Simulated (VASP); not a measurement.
# KF in VASP: notebook, part 2 of 2

VASP 6.6.1. Earlier steps stand in the parts before.

## (5) Relaxation of the atoms, PBE

This run uses another cell than the first one, of 19.84 Å³/atom.

File INCAR:

```
ALGO = Normal
EDIFF = 1E-7
EDIFFG = -0.01
ENCUT = 520
GGA = PE
IBRION = 2
ISIF = 2
ISMEAR = -1
LASPH = T
LCHARG = F
LREAL = F
LWAVE = F
NELM = 80
NSW = 60
PREC = Accurate
SIGMA = 0.05
```

File KPOINTS:

```
k-points
0
Gamma
  9 9 9
```

File POSCAR:

```
KF
1.0
    0.0000000000      2.6718500000      2.6718500000
    2.7787240000      0.0000000000      2.6718500000
    2.7787240000      2.6718500000      0.0000000000
K F
1 1
Direct
    0.0000000000      0.0000000000      0.0000000000
    0.5000000000      0.5000000000      0.5000000000
```

Potentials or basis: VASP PAW PBE potentials, release 64 (K_sv, F).

On the command line:

```
$ cat potpaw_PBE.64/K_sv/POTCAR potpaw_PBE.64/F/POTCAR > POTCAR
$ mpirun -np 1 vasp_std > vasp.out
```

OUTCAR:

```text
EDIFF = 1E-7
   EDIFFG = -0.01
   ENCUT = 520
   GGA = PE
   IBRION = 2
   ISIF = 2
   ISMEAR = -1
   LASPH = T
   LREAL = F
   NELM = 80
   NSW = 60
   PREC = Accurate

 ion  position               nearest neighbor table
   1  0.000  0.000  0.000-   2 2.67   2 2.67   2 2.67   2 2.67   2 2.78   2 2.78
   2  0.500  0.500  0.500-   1 2.67   1 2.67   1 2.67   1 2.67   1 2.78   1 2.78

  LATTYP: Found a body centered tetragonal cell.
 ALAT       =     3.7785665066
 C/A-ratio  =     1.4707821049

  Lattice vectors:

 A1 = (   2.7787240000,   0.0000000000,   2.6718500000)
 A2 = (   2.7787240000,   0.0000000000,  -2.6718500000)
 A3 = (  -2.7787240000,   2.6718500000,   0.0000000000)

Analysis of symmetry for initial positions (statically):
=====================================================================
 Subroutine PRICEL returns:
 Original cell was already a primitive cell.

 Routine SETGRP: Setting up the symmetry group for a
 body centered tetragonal supercell.

 Subroutine GETGRP returns: Found 16 space group operations
 (whereof 16 operations were pure point group operations)
 out of a pool of 16 trial point group operations.

The static configuration has the point symmetry D_4h.

Analysis of symmetry for dynamics (positions and initial velocities):
=====================================================================
 Subroutine PRICEL returns:
 Original cell was already a primitive cell.

 Routine SETGRP: Setting up the symmetry group for a
 body centered tetragonal supercell.

 Subroutine GETGRP returns: Found 16 space group operations
 (whereof 16 operations were pure point group operations)
 out of a pool of 16 trial point group operations.

The dynamic configuration has the point symmetry D_4h.

 Subroutine INISYM returns: Found 16 space group operations
 (whereof 16 operations are pure point group operations),
 and found     1 'primitive' translations

----------------------------------------------------------------------------------------

                                     Primitive cell

  volume of cell :      39.6734

  direct lattice vectors                    reciprocal lattice vectors
     0.000000000  2.671850000  2.671850000    -0.179938706  0.187136254  0.187136254
     2.778724000  0.000000000  2.671850000     0.179938706 -0.187136254  0.187136254
     2.778724000  2.671850000  0.000000000     0.179938706  0.187136254 -0.187136254

  length of vectors
     3.778566507  3.854878661  3.854878661     0.320027956  0.320027956  0.320027956

  position of ions in fractional coordinates (direct lattice)
     0.000000000  0.000000000  0.000000000
     0.500000000  0.500000000  0.500000000

  ion indices of the primitive-cell ions
   primitive index   ion index
                 1           1
                 2           2

----------------------------------------------------------------------------------------

 KPOINTS: k-points

Automatic generation of k-mesh.
 Grid dimensions read from file:
 generate k-points for:    9    9    9

 Generating k-lattice:

  Cartesian coordinates                     Fractional coordinates (reciprocal lattice)
    -0.019993190  0.020792917  0.020792917     0.111111111 -0.000000000 -0.000000000
     0.019993190 -0.020792917  0.020792917     0.000000000  0.111111111  0.000000000
[... 42 lines left out ...]
   total plane-waves  NPLWV =  25200
   dimension x,y,z NGX =    28 NGY =   30 NGZ =   30
   dimension x,y,z NGXF=    56 NGYF=   60 NGZF=   60
   ions per type =               1   1
   NGX,Y,Z   is equivalent  to a cutoff of  12.32, 12.94, 12.94 a.u.
   NGXF,Y,Z  is equivalent  to a cutoff of  24.64, 25.88, 25.88 a.u.
 SYSTEM =  unknown system
   PREC   = accura    normal or accurate (medium, high low for compatibility)
   ISTART =      0    job   : 0-new  1-cont  2-samecut
   ICHARG =      2    charge: 1-file 2-atom 10-const
   ISPIN  =      1    spin polarized calculation?
   LNONCOLLINEAR =      F non collinear calculations
   LSORBIT =      F    spin-orbit coupling
   LASPH  =      T    aspherical Exc in radial PAW
   ENCUT  =  520.0 eV  38.22 Ry    6.18 a.u.   7.03  7.17  7.17*2*pi/ulx,y,z
   NELM   =     80;   NELMIN=  2; NELMDL= -5     # of ELM steps
   EDIFF  = 0.1E-06   stopping-criterion for ELM
   LREAL  =      F    real-space projection
   EDIFFG = -.1E-01   stopping-criterion for IOM
   NSW    =     60    number of steps for IOM
   IBRION =      2    ionic relax: 0-MD 1-quasi-New 2-CG
   NFREE  =      1    steps in history (QN), initial steepest desc. (CG)
   ISIF   =      2    stress and relaxation
   ISYM   =      2    0-nonsym 1-usesym 2-fastsym
   POTIM  = 0.5000    time-step for ionic-motion
   TEBEG  =    0.0;   TEEND  =   0.0 temperature during run
   PSTRESS=    0.0 pullay stress
   NELECT =      16.0000    total number of electrons
   NUPDOWN=      -1.0000    fix difference up-down
   EMIN   =  10.00;   EMAX   =-10.00  energy-range for DOS
   EFERMI =   0.00;   METHOD = LEGACY
   ISMEAR =    -1;   SIGMA  =   0.05  broadening in eV -4-tet -1-fermi 0-gaus
   EFERMI_NEDOS =   21; number of points for ismear=-14 and -15
   IALGO  =     38    algorithm
   IMIX   =      4    mixing-type and parameters
     AMIX     =   0.40;   BMIX     =  1.00
     AMIX_MAG =   1.60;   BMIX_MAG =  1.00
  volume/ion in A,a.u.               =      19.84       133.86
  Fermi-wavevector in a.u.,A,eV,Ry     =   1.209525  2.285671 19.904664  1.462952
  Thomas-Fermi vector in A             =   2.345100
   LORBIT       =      0    0 simple, 1 ext, 2 COOP (PROOUT), +10 PAW based schemes
   GGA     = PE    functional components
   LHFCALC =     F    Hartree Fock is set to
   AEXX    =    0.0000 exact exchange contribution
   IVDW    =     0    specifies the selected vdW correction
   LEPSILON=     F    determine dielectric tensor
   LRPA    =     F    only Hartree local field effects (RPA)
 conjugate gradient relaxation of ions
 non-spin polarized calculation
  energy-cutoff  :      520.00
  volume of cell :       39.67
 maximum number of plane-waves:      1077
   NGX = 13   NGY = 15   NGZ = 15

 number of electron      15.9999993 magnetization

 Free energy of the ion-electron system (eV)
  ---------------------------------------------------
  ext. energy  EPLUGINS =         0.00000000
  ---------------------------------------------------
  free energy    TOTEN  =        -8.29331597 eV

  energy without entropy =       -8.29331597  energy(sigma->0) =       -8.29331597

 E-fermi :  -1.7413     XC(G=0):  -8.2255

 val. band max:       -2.8902801004   @ k =   0.0000   0.0000   0.0000
 cond. band min:       3.0521620230   @ k =   0.0000   0.0000   0.0000
 fundamental gap:      5.9424421234
 Fermi energy:        -1.7413340405

 k-point     1 :       0.0000    0.0000    0.0000
  band No.  band energies     occupation
      1     -29.1494      2.00000
      2     -21.5431      2.00000
      3     -12.4397      2.00000
      4     -12.4214      2.00000
      5     -12.4214      2.00000
      6      -2.9351      2.00000
      7      -2.8903      2.00000
      8      -2.8903      2.00000
      9       3.0522      0.00000
     10       7.5263      0.00000
     11       7.7435      0.00000
     12       7.7435      0.00000
[... 331 lines left out ...]
 k-point    24 :       0.4444    0.4444    0.0000
  band No.  band energies     occupation
      1     -29.0512      2.00000
      2     -21.5563      2.00000
      3     -12.8883      2.00000
      4     -12.6346      2.00000
      5     -12.6080      2.00000
      6      -3.1408      2.00000
      7      -3.0048      2.00000
      8      -2.9549      2.00000
      9       5.2712      0.00000
     10       6.9633      0.00000
     11       8.8268      0.00000
     12      10.4437      0.00000

 [... further k-points ...]

------------------------ aborting loop because EDIFF is reached ----------------------------------------

  FORCE on cell =-STRESS in cart. coord.  units (eV):
  Direction    XX          YY          ZZ          XY          YZ          ZX
  --------------------------------------------------------------------------------------
  -------------------------------------------------------------------------------------
  Total       -0.2290456      0.2022930      0.2022930      0.0000000      0.0000000     -0.0000000
  in kB       -9.2498118      8.1694315      8.1694315      0.0000000      0.0000000     -0.0000000
  external PRESSURE =       2.3630171 kB  Pullay stress =       0.0000000 kB

 VOLUME and BASIS-vectors are now :
 -----------------------------------------------------------------------------
  energy-cutoff  :      520.00
  volume of cell :       39.67
      direct lattice vectors                 reciprocal lattice vectors
     0.000000000  2.671850000  2.671850000    -0.179938706  0.187136254  0.187136254
     2.778724000  0.000000000  2.671850000     0.179938706 -0.187136254  0.187136254
     2.778724000  2.671850000  0.000000000     0.179938706  0.187136254 -0.187136254

 POSITION                                       TOTAL-FORCE (eV/Angst)
 -----------------------------------------------------------------------------------
      0.00000      0.00000      0.00000         0.000000      0.000000      0.000000
      2.77872      2.67185      2.67185         0.000000      0.000000      0.000000
 -----------------------------------------------------------------------------------
    total drift:                                0.000000      0.000000      0.000000

  FREE ENERGIE OF THE ION-ELECTRON SYSTEM (eV)
  ---------------------------------------------------
  free  energy   TOTEN  =        -8.2933159732 eV

  energy  without entropy=       -8.2933159732  energy(sigma->0) =       -8.29331597

 reached required accuracy - stopping structural energy minimisation
```

Run time: 36 s. Hardware: 1 thread of Intel Xeon Platinum 8259CL at 2.50GHz (Skylake/Cascade Lake), shared host; peak memory 0.19 GiB.

Results:

```yaml
Free_energy: -8.2933 eV
Pressure_after_relaxing: 0.2 GPa
Band_gap_on_the_k_mesh: 5.94 eV
```

Stress tensor (GPa, compression positive):
```
-0.92  0.00  0.00
 0.00  0.82  0.00
 0.00  0.00  0.82
```

Final structure:
```
K F
1.0
     0.00000    2.67185    2.67185
     2.77872    0.00000    2.67185
     2.77872    2.67185    0.00000
K F
1 1
Direct
  0.00000 0.00000 0.00000
  0.50000 0.50000 0.50000
```

Levels at points of the mesh, in eV from the valence-band top:
```
           k point  band 4  band 5  band 6  band 7  band 8  band 9  band 10  band 11  band 12
(0.00, 0.00, 0.00)   -9.53   -9.53   -0.04    0.00    0.00    5.94    10.42    10.63    10.63
```

## (6) Overview

```csv
task,level,cell,k mesh,grid for exact exchange (PRECFOCK),share of exact exchange,screening parameter,gap on the mesh (eV),pressure (GPa)
single point,HSE06,"a = 3.753 Å, angles 60.0°, 2 atoms",6 × 6 × 6,Normal,0.25,0.2079 1/Å,8.28,1.3
single point,PBE0,"a = 3.853 Å, angles 60.0°, 2 atoms",6 × 6 × 6,Normal,0.25,-,8.62,-1.2
single point,PBE,"a = 3.779, b = 3.855, c = 3.855 Å, angles 58.7, 60.7, 60.7°, 2 atoms",9 × 9 × 9,-,-,-,5.94,0.2
relaxation of the atoms,PBE,"atoms relaxed from a = 3.779, b = 3.855, c = 3.855 Å, angles 58.7, 60.7, 60.7°, 2 atoms",9 × 9 × 9,-,-,-,5.94,0.2
```

Alike in all rows: potentials or basis VASP PAW PBE potentials, release 64 (K_sv, F); no spin polarisation; cutoff (eV) 520; smearing fermi-dirac 0.05 eV.

Caveats: the PAW data sets were made with another functional, which shifts forces and pressure a little (at least some runs).

Absolute energies hang on the potentials; compare differences alone.
